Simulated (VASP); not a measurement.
# AlN (Cmc2_1) in VASP: single point with HSE06

Aim: the single point of AlN with HSE06.

Program: VASP 6.6.1. These are calculated values, not measurements. Logs are shortened: lines on timing, memory, paths and dates and some standing lists are left out, and cuts for length are marked.

## (1) The cell of the first run

It takes space group Cmc2_1 (No. 36, orthorhombic). Conventional cell: a = 3.231 Å, b = 5.381 Å, c = 4.979 Å, α = 90.00°, β = 90.00°, γ = 90.00°. Within 2.5 Å of Al (site symmetry m) lie 4 N at 1.91 to 1.92 Å. Within 2.5 Å of N (site symmetry m) lie 4 Al at 1.91 to 1.92 Å.

## (2) Single point, HSE06 (uniaxial x strain +4.0%)

Contents of POSCAR:

```
AlN
1.0
    3.2309615092      0.0000000000      0.0000000000
   -1.6154807546      2.6904757169      0.0000000000
    0.0000000000      0.0000000000      4.9785915513
Al N
2 2
Direct
    0.3323828799      0.6647657597     -0.0048036064
    0.6676171201      0.3352342403      0.4951963936
    0.3297191967      0.6594383934      0.3798036064
    0.6702808033      0.3405616066      0.8798036064
```

Contents of INCAR.step1:

```
PREC     = Accurate       # precision mode
ENCUT    = 520            # plane-wave cutoff, eV
EDIFF    = 1E-5           # SCF threshold, eV
ISMEAR   = 0              # smearing method
SIGMA    = 0.01           # smearing width, eV
LREAL    = False          # projectors in reciprocal space
LASPH    = True           # aspherical terms in the spheres
NELM     = 120            # most SCF steps
ALGO     = Normal         # electronic algorithm
ISIF     = 2              # what is computed and relaxed
LWAVE    = True           # write WAVECAR
LCHARG   = False          # write CHGCAR
NBANDS   = 16             # bands
GGA      = PE             # functional
GGA_COMPAT= False
```

Contents of INCAR.step2:

```
PREC     = Accurate       # precision mode
ENCUT    = 520            # plane-wave cutoff, eV
EDIFF    = 1E-6           # SCF threshold, eV
ISMEAR   = 0              # smearing method
SIGMA    = 0.01           # smearing width, eV
LREAL    = False          # projectors in reciprocal space
LASPH    = True           # aspherical terms in the spheres
NELM     = 120            # most SCF steps
ALGO     = Normal         # electronic algorithm
ISIF     = 2              # what is computed and relaxed
LWAVE    = False          # write WAVECAR
LCHARG   = False          # write CHGCAR
GGA      = PE             # functional
LHFCALC  = True           # exact exchange
HFSCREEN = 0.2079         # screening, 1/A
PRECFOCK = Normal       
NBANDS   = 16             # bands
ISTART   = 1            
GGA_COMPAT= False
```

Contents of KPOINTS:

```
Automatic mesh
0
Gamma
  6 6 4
```

Potentials or basis: VASP PAW PBE potentials, release 64 (Al, N).

Run with:

```
> cat potpaw_PBE.64/Al/POTCAR potpaw_PBE.64/N/POTCAR > POTCAR
> cp INCAR.step1 INCAR
> mpirun -np 1 vasp_std > vasp.out
> cp INCAR.step2 INCAR
> mpirun -np 1 vasp_std > vasp.out
```

OUTCAR:

```text
PREC = Accurate
   ENCUT = 520
   EDIFF = 1E-6
   ISMEAR = 0
   LREAL = False
   LASPH = True
   NELM = 120
   ISIF = 2
   GGA = PE
   LHFCALC = True
   HFSCREEN = 0.2079
   PRECFOCK = Normal
   ISTART = 1

 ion  position               nearest neighbor table
   1  0.332  0.665  0.995-   4 1.91   3 1.91   4 1.92   4 1.92   2 3.07   2 3.07   2 3.10   2 3.10
                             2 3.10   2 3.10
   2  0.668  0.335  0.495-   3 1.91   4 1.91   3 1.92   3 1.92   1 3.07   1 3.07   1 3.10   1 3.10
                             1 3.10   1 3.10
   3  0.330  0.659  0.380-   2 1.91   1 1.91   2 1.92   2 1.92
   4  0.670  0.341  0.880-   1 1.91   2 1.91   1 1.92   1 1.92

  Warning from LATTYP: Monoclinic adjustment (A1->A3, A2->A1, A3->A2)!
  LATTYP: Found a base centered orthorhombic cell.
 ALAT       =     3.2309615092
 B/A-ratio  =     1.6654334688
 C/A-ratio  =     1.5409009167

  Lattice vectors:

 A1 = (   1.6154807546,  -2.6904757169,   0.0000000000)
 A2 = (   1.6154807546,   2.6904757169,   0.0000000000)
 A3 = (   0.0000000000,   0.0000000000,   4.9785915513)

Analysis of symmetry for initial positions (statically):
=====================================================================
 Subroutine PRICEL returns:
 Original cell was already a primitive cell.

 Routine SETGRP: Setting up the symmetry group for a
 base centered orthorhombic supercell.

 Subroutine GETGRP returns: Found  4 space group operations
 (whereof  2 operations were pure point group operations)
 out of a pool of  8 trial point group operations.

The static configuration has the point symmetry C_1h.
 The point group associated with its full space group is C_2v.

Analysis of symmetry for dynamics (positions and initial velocities):
=====================================================================
 Subroutine PRICEL returns:
 Original cell was already a primitive cell.

 Routine SETGRP: Setting up the symmetry group for a
 base centered orthorhombic supercell.

 Subroutine GETGRP returns: Found  4 space group operations
 (whereof  2 operations were pure point group operations)
 out of a pool of  8 trial point group operations.

The dynamic configuration has the point symmetry C_1h.
 The point group associated with its full space group is C_2v.

 Subroutine INISYM returns: Found  4 space group operations
 (whereof  2 operations are pure point group operations),
 and found     1 'primitive' translations

----------------------------------------------------------------------------------------

                                     Primitive cell

  volume of cell :      43.2780

  direct lattice vectors                    reciprocal lattice vectors
     3.230961509  0.000000000  0.000000000     0.309505389  0.185840741  0.000000000
    -1.615480755  2.690475717  0.000000000     0.000000000  0.371681481  0.000000000
     0.000000000  0.000000000  4.978591551     0.000000000  0.000000000  0.200860020

  length of vectors
     3.230961509  3.138222053  4.978591551     0.361012973  0.371681481  0.200860020

  position of ions in fractional coordinates (direct lattice)
     0.332382880  0.664765760  0.995196394
     0.667617120  0.335234240  0.495196394
     0.329719197  0.659438393  0.379803606
     0.670280803  0.340561607  0.879803606

  ion indices of the primitive-cell ions
   primitive index   ion index
                 1           1
                 2           2
                 3           3
                 4           4

----------------------------------------------------------------------------------------

 KPOINTS: Automatic mesh

Automatic generation of k-mesh.
 Grid dimensions read from file:
 generate k-points for:    6    6    4

 Generating k-lattice:

  Cartesian coordinates                     Fractional coordinates (reciprocal lattice)
     0.051584232  0.030973457  0.000000000     0.166666667  0.000000000  0.000000000
     0.000000000  0.061946914  0.000000000     0.000000000  0.166666667  0.000000000
     0.000000000  0.000000000  0.050215005     0.000000000  0.000000000  0.250000000

  Length of vectors
     0.060168829  0.061946914  0.050215005

  Shift w.r.t. Gamma in fractional coordinates (k-lattice)
     0.000000000  0.000000000  0.000000000

 Subroutine IBZKPT returns following result:
 ===========================================

 Found     39 irreducible k-points:

 Following reciprocal coordinates:
            Coordinates               Weight
  0.000000  0.000000  0.000000      1.000000
  0.166667  0.000000  0.000000      4.000000
  0.333333  0.000000  0.000000      4.000000
  0.500000  0.000000  0.000000      2.000000
  0.000000  0.166667  0.000000      2.000000
  0.166667  0.166667  0.000000      4.000000
[... 16 lines left out ...]
  0.000000  0.333333  0.250000      4.000000
  0.166667  0.333333  0.250000      8.000000
 [... further k-points ...]
   k-points           NKPTS =     39   k-points in BZ     NKDIM =    144   number of bands    NBANDS=     16
   number of dos      NEDOS =    301   number of ions     NIONS =      4
   total plane-waves  NPLWV =  23040
   dimension x,y,z NGX =    24 NGY =   24 NGZ =   40
   dimension x,y,z NGXF=    48 NGYF=   48 NGZF=   80
   ions per type =               2   2
   NGX,Y,Z   is equivalent  to a cutoff of  12.35, 12.71, 13.36 a.u.
   NGXF,Y,Z  is equivalent  to a cutoff of  24.70, 25.43, 26.71 a.u.
 SYSTEM =  unknown system
   PREC   = accura    normal or accurate (medium, high low for compatibility)
   ISTART =      1    job   : 0-new  1-cont  2-samecut
   ICHARG =      0    charge: 1-file 2-atom 10-const
   ISPIN  =      1    spin polarized calculation?
   LNONCOLLINEAR =      F non collinear calculations
   LSORBIT =      F    spin-orbit coupling
   LASPH  =      T    aspherical Exc in radial PAW
   ENCUT  =  520.0 eV  38.22 Ry    6.18 a.u.   6.01  5.84  9.26*2*pi/ulx,y,z
   NELM   =    120;   NELMIN=  2; NELMDL=  0     # of ELM steps
   EDIFF  = 0.1E-05   stopping-criterion for ELM
   LREAL  =      F    real-space projection
   EDIFFG = 0.1E-04   stopping-criterion for IOM
   NSW    =      0    number of steps for IOM
   IBRION =     -1    ionic relax: 0-MD 1-quasi-New 2-CG
   NFREE  =      0    steps in history (QN), initial steepest desc. (CG)
   ISIF   =      2    stress and relaxation
   ISYM   =      3    0-nonsym 1-usesym 2-fastsym
   POTIM  = 0.5000    time-step for ionic-motion
   TEBEG  =    0.0;   TEEND  =   0.0 temperature during run
   PSTRESS=    0.0 pullay stress
   NELECT =      16.0000    total number of electrons
   NUPDOWN=      -1.0000    fix difference up-down
   EMIN   =  10.00;   EMAX   =-10.00  energy-range for DOS
   EFERMI =   0.00;   METHOD = LEGACY
   ISMEAR =     0;   SIGMA  =   0.01  broadening in eV -4-tet -1-fermi 0-gaus
   EFERMI_NEDOS =   21; number of points for ismear=-14 and -15
   IALGO  =     38    algorithm
   IMIX   =      1    mixing-type and parameters
     AMIX     =   0.40;   BMIX     =  1.00
     AMIX_MAG =   1.60;   BMIX_MAG =  1.00
  volume/ion in A,a.u.               =      10.82        73.01
  Fermi-wavevector in a.u.,A,eV,Ry     =   1.174967  2.220366 18.783492  1.380548
  Thomas-Fermi vector in A             =   2.311356
   LORBIT       =      0    0 simple, 1 ext, 2 COOP (PROOUT), +10 PAW based schemes
   GGA     = PE    functional components
   LHFCALC =     T    Hartree Fock is set to
   PRECFOCK=normal    Normal, Fast or Accurate (Low or Medium for compatibility)
   ENCUT4O =  -1.0   cutoff for four orbital integrals eV
   NKREDX  =     1    reduce k-point grid by
   NKREDY  =     1    reduce k-point grid by
   NKREDZ  =     1    reduce k-point grid by
   AEXX    =    0.2500 exact exchange contribution
   HFSCREEN=    0.2079 screening length (either q_TF or 0.3 A-1)
   HFSCREENC=   0.2079 screening length for correlation (either q_TF or 0.3 A-1)
   ENCUTFOCK=  -1.0 apply spherical cutoff to Coloumb kernel
   IVDW    =     0    specifies the selected vdW correction
   LEPSILON=     F    determine dielectric tensor
   LRPA    =     F    only Hartree local field effects (RPA)
 non-spin polarized calculation
 Gauss-broadening in eV      SIGMA  =   0.01
  energy-cutoff  :      520.00
  volume of cell :       43.28
 maximum number of plane-waves:      1184
  NGX = 20; NGY = 18; NGZ = 30

 number of electron      16.0000001 magnetization

 Free energy of the ion-electron system (eV)
  ---------------------------------------------------
  ext. energy  EPLUGINS =         0.00000000
  ---------------------------------------------------
  free energy    TOTEN  =       -34.80856136 eV

  energy without entropy =      -34.80856136  energy(sigma->0) =      -34.80856136

 E-fermi :   5.1135     XC(G=0):  -8.8769

 val. band max:        5.0258427755   @ k =   0.0000   0.0000   0.0000
 cond. band min:      10.1352880442   @ k =   0.0000   0.0000   0.0000
 fundamental gap:      5.1094452687
 Fermi energy:         5.1135490275

 k-point     1 :       0.0000    0.0000    0.0000
  band No.  band energies     occupation
      1     -11.5596      2.00000
      2      -9.3049      2.00000
      3      -1.3483      2.00000
      4       3.7375      2.00000
      5       4.0561      2.00000
      6       4.5665      2.00000
[... 8 lines left out ...]
     15      19.4816      0.00000
     16      19.8193      0.00000

 k-point     2 :       0.1667    0.0000    0.0000
  band No.  band energies     occupation
      1     -11.2161      2.00000
      2      -9.1338      2.00000
      3      -0.9221      2.00000
      4       2.3569      2.00000
      5       3.2850      2.00000
      6       3.6032      2.00000
[... 8 lines left out ...]
     15      18.7047      0.00000
     16      19.2974      0.00000

 k-point     3 :       0.3333    0.0000    0.0000
  band No.  band energies     occupation
      1     -10.3340      2.00000
      2      -8.8506      2.00000
      3       0.0706      2.00000
      4       0.2693      2.00000
      5       1.3737      2.00000
      6       2.9929      2.00000
[... 8 lines left out ...]
     15      18.4753      0.00000
     16      20.8973      0.00000
[... 362 lines left out ...]
 k-point    23 :       0.0000    0.3333    0.2500
  band No.  band energies     occupation
      1     -10.0650      2.00000
      2      -9.0245      2.00000
      3      -0.2799      2.00000
      4       0.7097      2.00000
      5       1.8779      2.00000
      6       2.7758      2.00000
[... 8 lines left out ...]
     15      19.0414      0.00000
     16      20.2606      0.00000

 k-point    24 :       0.1667    0.3333    0.2500
  band No.  band energies     occupation
      1      -9.4731      2.00000
      2      -8.8694      2.00000
      3      -0.5108      2.00000
      4       0.1301      2.00000
      5       1.5296      2.00000
      6       2.5260      2.00000
[... 8 lines left out ...]
     15      19.1385      0.00000
     16      20.9382      0.00000

 [... further k-points ...]

------------------------ aborting loop because EDIFF is reached ----------------------------------------

  FORCE on cell =-STRESS in cart. coord.  units (eV):
  Direction    XX          YY          ZZ          XY          YZ          ZX
  --------------------------------------------------------------------------------------
  -------------------------------------------------------------------------------------
  Total       -4.2082164     -1.5770132     -1.3082486      0.0000000      0.0000000      0.0000000
  in kB     -155.7906121    -58.3819425    -48.4321209      0.0000000      0.0000000      0.0000000
  external PRESSURE =     -87.5348918 kB  Pullay stress =       0.0000000 kB

 VOLUME and BASIS-vectors are now :
 -----------------------------------------------------------------------------
  energy-cutoff  :      520.00
  volume of cell :       43.28
      direct lattice vectors                 reciprocal lattice vectors
     3.230961509  0.000000000  0.000000000     0.309505389  0.185840741  0.000000000
    -1.615480755  2.690475717  0.000000000     0.000000000  0.371681481  0.000000000
     0.000000000  0.000000000  4.978591551     0.000000000  0.000000000  0.200860020

 POSITION                                       TOTAL-FORCE (eV/Angst)
 -----------------------------------------------------------------------------------
      0.00000      1.78854      4.95468        -0.000000      0.000278     -0.007803
      1.61548      0.90194      2.46538         0.000000     -0.000278     -0.007803
     -0.00000      1.77420      1.89089         0.000000     -0.000143      0.007803
      1.61548      0.91627      4.38018         0.000000      0.000143      0.007803
 -----------------------------------------------------------------------------------
    total drift:                               -0.000000     -0.000000     -0.000354

  FREE ENERGIE OF THE ION-ELECTRON SYSTEM (eV)
  ---------------------------------------------------
  free  energy   TOTEN  =       -34.8085613562 eV

  energy  without entropy=      -34.8085613562  energy(sigma->0) =      -34.80856136
```

It took 78 min on 1 thread of Oxide Virtual Turin-like, shared host; peak memory 0.25 GiB.

Results:

- Free energy: -34.8086 eV
- Pressure: -8.8 GPa
- Largest force: 0.008 eV/Å
- Band gap on the k mesh: 5.11 eV

Forces on the atoms (eV/Å):
```
Al   0.000  0.000 -0.008
Al   0.000  0.000 -0.008
N    0.000  0.000  0.008
N    0.000  0.000  0.008
```

Caveat: the cell differs from its parent crystal (uniaxial x strain +4.0%); the stress differs along the axes, from -16 to -5 GPa; the PAW data sets were made with another functional, which shifts forces and pressure a little.
